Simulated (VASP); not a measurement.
# Fe (Fm-3m) in VASP: a series of runs, part 2 of 2

VASP 6.6.1.

## 4. Single point, PBE, collinear spin, ferromagnetic start

File INCAR:

```
SYSTEM = Fe
  PREC = Accurate
  ENCUT = 520
  EDIFF = 1E-7
  ISMEAR = -1
  SIGMA = 0.1
  LREAL = .False.
  LASPH = .True.
  NELM = 150
  ALGO = Normal
  ISIF = 2
  LWAVE = .False.
  LCHARG = .False.
  ISPIN = 2
  MAGMOM = 4
  LORBIT = 11
  LMAXMIX = 4
  GGA = PE
  NBANDS = 14
```

File KPOINTS:

```
regular mesh
0
Gamma
  12 12 12
  0 0 0
```

File POSCAR:

```
Fe
1.0
    0.0000000000      1.7665000000      1.7665000000
    1.7665000000      0.0000000000      1.7665000000
    1.7665000000      1.7665000000      0.0000000000
Fe
1
Direct
    0.0000000000      0.0000000000      0.0000000000
```

Potentials or basis: VASP PAW PBE potentials, release 64 (Fe).

Command:

```
cat potpaw_PBE.64/Fe/POTCAR > POTCAR
mpirun -np 1 vasp_std > vasp.out
```

OUTCAR:

```text
SYSTEM = Fe
   PREC = Accurate
   ENCUT = 520
   EDIFF = 1E-7
   ISMEAR = -1
   LREAL = .False.
   LASPH = .True.
   NELM = 150
   ISIF = 2
   ISPIN = 2
   LORBIT = 11
   GGA = PE

 ion  position               nearest neighbor table
   1  0.000  0.000  0.000-

  LATTYP: Found a face centered cubic cell.
 ALAT       =     3.5330000000

  Lattice vectors:

 A1 = (   0.0000000000,   1.7665000000,   1.7665000000)
 A2 = (   1.7665000000,   0.0000000000,   1.7665000000)
 A3 = (   1.7665000000,   1.7665000000,   0.0000000000)

Analysis of symmetry for initial positions (statically):
=====================================================================
 Subroutine PRICEL returns:
 Original cell was already a primitive cell.

 Routine SETGRP: Setting up the symmetry group for a
 face centered cubic supercell.

 Subroutine GETGRP returns: Found 48 space group operations
 (whereof 48 operations were pure point group operations)
 out of a pool of 48 trial point group operations.

The static configuration has the point symmetry O_h .

Analysis of symmetry for dynamics (positions and initial velocities):
=====================================================================
 Subroutine PRICEL returns:
 Original cell was already a primitive cell.

 Routine SETGRP: Setting up the symmetry group for a
 face centered cubic supercell.

 Subroutine GETGRP returns: Found 48 space group operations
 (whereof 48 operations were pure point group operations)
 out of a pool of 48 trial point group operations.

The dynamic configuration has the point symmetry O_h .

Analysis of structural, dynamic, and magnetic symmetry:
=====================================================================
 Subroutine PRICEL returns:
 Original cell was already a primitive cell.

 Routine SETGRP: Setting up the symmetry group for a
 face centered cubic supercell.

 Subroutine GETGRP returns: Found 48 space group operations
 (whereof 48 operations were pure point group operations)
 out of a pool of 48 trial point group operations.

The overall configuration has the point symmetry O_h .

 Subroutine INISYM returns: Found 48 space group operations
 (whereof 48 operations are pure point group operations),
 and found     1 'primitive' translations

----------------------------------------------------------------------------------------

                                     Primitive cell

  volume of cell :      11.0248

  direct lattice vectors                    reciprocal lattice vectors
     0.000000000  1.766500000  1.766500000    -0.283045570  0.283045570  0.283045570
     1.766500000  0.000000000  1.766500000     0.283045570 -0.283045570  0.283045570
     1.766500000  1.766500000  0.000000000     0.283045570  0.283045570 -0.283045570

  length of vectors
     2.498208258  2.498208258  2.498208258     0.490249309  0.490249309  0.490249309

  position of ions in fractional coordinates (direct lattice)
     0.000000000  0.000000000  0.000000000

  ion indices of the primitive-cell ions
   primitive index   ion index
                 1           1

----------------------------------------------------------------------------------------

 KPOINTS: regular mesh

Automatic generation of k-mesh.
 Grid dimensions read from file:
[... 72 lines left out ...]
   ISYM   =      2    0-nonsym 1-usesym 2-fastsym
   POTIM  = 0.5000    time-step for ionic-motion
   TEBEG  =    0.0;   TEEND  =   0.0 temperature during run
   PSTRESS=    0.0 pullay stress
   NELECT =       8.0000    total number of electrons
   NUPDOWN=      -1.0000    fix difference up-down
   EMIN   =  10.00;   EMAX   =-10.00  energy-range for DOS
   EFERMI =   0.00;   METHOD = LEGACY
   ISMEAR =    -1;   SIGMA  =   0.10  broadening in eV -4-tet -1-fermi 0-gaus
   EFERMI_NEDOS =   21; number of points for ismear=-14 and -15
   IALGO  =     38    algorithm
   IMIX   =      4    mixing-type and parameters
     AMIX     =   0.40;   BMIX     =  1.00
     AMIX_MAG =   1.60;   BMIX_MAG =  1.00
  volume/ion in A,a.u.               =      11.02        74.40
  Fermi-wavevector in a.u.,A,eV,Ry     =   1.471119  2.780012 29.445614  2.164192
  Thomas-Fermi vector in A             =   2.586294
   LORBIT       =     11    0 simple, 1 ext, 2 COOP (PROOUT), +10 PAW based schemes
   GGA     = PE    functional components
   LHFCALC =     F    Hartree Fock is set to
   AEXX    =    0.0000 exact exchange contribution
   IVDW    =     0    specifies the selected vdW correction
   LEPSILON=     F    determine dielectric tensor
   LRPA    =     F    only Hartree local field effects (RPA)
 spin polarized calculation
  energy-cutoff  :      520.00
  volume of cell :       11.02
 maximum number of plane-waves:       310
   NGX =  9   NGY =  9   NGZ =  9

 number of electron       7.9999995 magnetization       1.3389878

 Free energy of the ion-electron system (eV)
  ---------------------------------------------------
  ext. energy  EPLUGINS =         0.00000000
  ---------------------------------------------------
  free energy    TOTEN  =        -8.10931187 eV

  energy without entropy =       -8.05453844  energy(sigma->0) =       -8.08192515

 E-fermi :   6.1065     XC(G=0): -13.3157

 val. band max:        6.0859267755   @ k =   0.5000   0.4167   0.0000
 cond. band min:       6.1102699099   @ k =  -0.3333   0.2500   0.0833
 fundamental gap:      0.0243431343
 Fermi energy:         6.1065217624

 spin component 1

 k-point     1 :       0.0000    0.0000    0.0000
  band No.  band energies     occupation
      1      -2.4682      1.00000
      2       4.1521      1.00000
      3       4.1521      1.00000
      4       4.1521      1.00000
      5       5.1350      0.99994
      6       5.1351      0.99994
      7      28.7997      0.00000
      8      33.5276      0.00000
      9      33.5276      0.00000
     10      33.5276      0.00000
     11      36.7533      0.00000
     12      36.7533      0.00000
     13      36.7533      0.00000
     14      38.9117      0.00000
[... 379 lines left out ...]
      3       4.2900      1.00000
      4       4.3527      1.00000
      5       6.1712      0.34378
      6       9.1042      0.00000
      7      13.6907      0.00000
      8      23.3443      0.00000
      9      28.2340      0.00000
     10      28.9439      0.00000
     11      37.9172      0.00000
     12      38.1026      0.00000
     13      45.6608      0.00000
     14      48.2146      0.00000

 [... further k-points ...]

 spin component 2

 k-point     1 :       0.0000    0.0000    0.0000
  band No.  band energies     occupation
      1      -2.3369      1.00000
      2       5.1669      0.99992
      3       5.1670      0.99992
      4       5.1670      0.99992
      5       7.0422      0.00009
      6       7.0423      0.00009
      7      28.5904      0.00000
      8      33.8321      0.00000
      9      33.8321      0.00000
     10      33.8321      0.00000
     11      37.0626      0.00000
     12      37.0626      0.00000
     13      37.0626      0.00000
     14      38.4989      0.00000
[... 379 lines left out ...]
      3       5.0957      0.99996
      4       5.8076      0.95210
      5       7.5870      0.00000
      6       9.9917      0.00000
      7      14.3718      0.00000
      8      23.6868      0.00000
      9      28.6627      0.00000
     10      29.0737      0.00000
     11      38.2338      0.00000
     12      38.2946      0.00000
     13      45.9954      0.00000
     14      48.5517      0.00000

 [... further k-points ...]

------------------------ aborting loop because EDIFF is reached ----------------------------------------

  FORCE on cell =-STRESS in cart. coord.  units (eV):
  Direction    XX          YY          ZZ          XY          YZ          ZX
  --------------------------------------------------------------------------------------
  -------------------------------------------------------------------------------------
  Total       -0.4266552     -0.4266552     -0.4266552      0.0000000     -0.0000000      0.0000000
  in kB      -62.0035667    -62.0035667    -62.0035667      0.0000000     -0.0000000      0.0000000
  external PRESSURE =     -62.0035667 kB  Pullay stress =       0.0000000 kB

 VOLUME and BASIS-vectors are now :
 -----------------------------------------------------------------------------
  energy-cutoff  :      520.00
  volume of cell :       11.02
      direct lattice vectors                 reciprocal lattice vectors
     0.000000000  1.766500000  1.766500000    -0.283045570  0.283045570  0.283045570
     1.766500000  0.000000000  1.766500000     0.283045570 -0.283045570  0.283045570
     1.766500000  1.766500000  0.000000000     0.283045570  0.283045570 -0.283045570

 POSITION                                       TOTAL-FORCE (eV/Angst)
 -----------------------------------------------------------------------------------
      0.00000      0.00000      0.00000        -0.000000      0.000000     -0.000000
 -----------------------------------------------------------------------------------
    total drift:                                0.000000      0.000000     -0.000000

  FREE ENERGIE OF THE ION-ELECTRON SYSTEM (eV)
  ---------------------------------------------------
  free  energy   TOTEN  =        -8.1093118702 eV

  energy  without entropy=       -8.0545384371  energy(sigma->0) =       -8.08192515

 total charge

# of ion       s       p       d       tot
------------------------------------------
    1        0.503   0.563   6.262   7.327

 magnetization (x)

# of ion       s       p       d       tot
------------------------------------------
    1       -0.008  -0.026   1.363   1.330
```

stdout:

```text
POSCAR found type information on POSCAR Fe
 POSCAR found :  1 types and       1 ions
 scaLAPACK will be used
 LDA part: xc-table for (Slater+PW92), standard interpolation
 POSCAR, INCAR and KPOINTS ok, starting setup
 FFT: planning ... GRIDC
 FFT: planning ... GRID_SOFT
 FFT: planning ... GRID
 WAVECAR not read
 entering main loop
```

Wall time 28 s (1 thread of Intel Xeon 6975P-C, shared host); peak memory 0.14 GiB.

Results:

| Quantity | Value |
| --- | --- |
| Free energy | -8.1093 eV |
| Pressure | -6.2 GPa |
| Net moment | 1.34 μB per cell |
| Site moments | Fe +1.33 μB |
| Valence electrons inside the program's atomic spheres | Fe 7.33 |

Levels at points of the mesh, in eV from the Fermi level:
Spin up:
```tsv
k point	band 1	band 2	band 3	band 4	band 5	band 6	band 7	band 8
(0.00, 0.00, 0.00)	-8.57	-1.95	-1.95	-1.95	-0.97	-0.97	22.69	27.42
(0.50, 0.00, 0.00)	-4.78	-2.25	-2.25	0.06	0.20	0.20	7.24	21.28
(0.50, 0.50, 0.00)	-5.06	-4.18	-0.08	0.58	0.58	2.92	10.44	15.23
```
Spin down:
| k point | band 1 | band 2 | band 3 | band 4 | band 5 | band 6 | band 7 |
| --- | --- | --- | --- | --- | --- | --- | --- |
| (0.00, 0.00, 0.00) | -8.44 | -0.94 | -0.94 | -0.94 | 0.94 | 0.94 | 22.48 |
| (0.50, 0.00, 0.00) | -4.16 | -0.82 | -0.82 | 0.15 | 1.69 | 1.69 | 7.99 |
| (0.50, 0.50, 0.00) | -3.91 | -3.38 | 1.75 | 1.75 | 1.92 | 3.05 | 11.40 |

Caveat: the moment fell far below its start of 4 μB, so a state of higher moment may lie lower in energy.

## 5. Single point, PBE, collinear spin, ferromagnetic start

File INCAR:

```
SYSTEM = Fe
ALGO     = Normal         ! electronic algorithm
EDIFF    = 1E-7           ! SCF threshold, eV
ENCUT    = 520            ! plane-wave cutoff, eV
GGA      = PE             ! functional
ISIF     = 2              ! what is computed and relaxed
ISMEAR   = 0              ! smearing method
ISPIN    = 2              ! spin polarisation
LASPH    = .True.         ! aspherical terms in the spheres
LCHARG   = .False.        ! write CHGCAR
LMAXMIX  = 4              ! l up to which the mixer works
LORBIT   = 11             ! projections on sites
LREAL    = .False.        ! projectors in reciprocal space
LWAVE    = .False.        ! write WAVECAR
MAGMOM   = 4              ! initial moments
NBANDS   = 14             ! bands
NELM     = 150            ! most SCF steps
PREC     = Accurate       ! precision mode
SIGMA    = 0.05           ! smearing width, eV
```

File KPOINTS:

```
k-points
0
Gamma
  12 12 12
  0 0 0
```

POSCAR is that of step 4.

Command:

```
cat potpaw_PBE.64/Fe/POTCAR > POTCAR
mpirun -np 1 vasp_std > vasp.out
```

It took 36 s on 1 thread of Intel Xeon 6975P-C, shared host; peak memory 0.14 GiB.

Results (log left out):

* Free energy: -8.0846 eV
* Pressure: -6.3 GPa
* Net moment: 1.37 μB per cell
* Site moments: Fe +1.36 μB
* Valence electrons inside the program's atomic spheres: Fe 7.33

Levels at points of the mesh, in eV from the Fermi level:
Spin up:
| k point | band 3 | band 4 | band 5 | band 6 | band 7 | band 8 |
| --- | --- | --- | --- | --- | --- | --- |
| (0.00, 0.00, 0.00) | -1.99 | -1.99 | -1.02 | -1.02 | 22.66 | 27.38 |
| (0.50, 0.00, 0.00) | -2.29 | 0.03 | 0.16 | 0.16 | 7.20 | 21.25 |
| (0.50, 0.50, 0.00) | -0.13 | 0.55 | 0.55 | 2.89 | 10.40 | 15.20 |
Spin down:
```
           k point  band 1  band 2  band 3  band 4  band 5  band 6  band 7  band 8
(0.00, 0.00, 0.00)   -8.47   -0.96   -0.96   -0.96    0.93    0.93   22.46   27.70
(0.50, 0.00, 0.00)   -4.19   -0.83   -0.83    0.13    1.68    1.68    7.96   21.06
(0.50, 0.50, 0.00)   -3.92   -3.40    1.73    1.73    1.91    3.02   11.39   15.48
```

Caveat: the moment fell far below its start of 4 μB, so a state of higher moment may lie lower in energy.

## 6. The runs side by side

| smearing | gap on the mesh (eV) | pressure (GPa) | moment (μB) |
| --- | --- | --- | --- |
| gaussian 0.1 eV | none | -6.5 | 1.35 |
| fermi-dirac 0.1 eV | none | -6.2 | 1.34 |
| gaussian 0.05 eV | none | -6.3 | 1.37 |

Alike in all rows: task single point; level PBE; potentials or basis VASP PAW PBE potentials, release 64 (Fe); spin collinear, ferromagnetic start; cell as given; k mesh 12 × 12 × 12; cutoff (eV) 520.

Every run on the cell as given and a fine mesh finds a metal.

Caveats: the moment fell far below its start of 4 μB, so a state of higher moment may lie lower in energy.

Absolute energies hang on the potentials; compare differences alone.
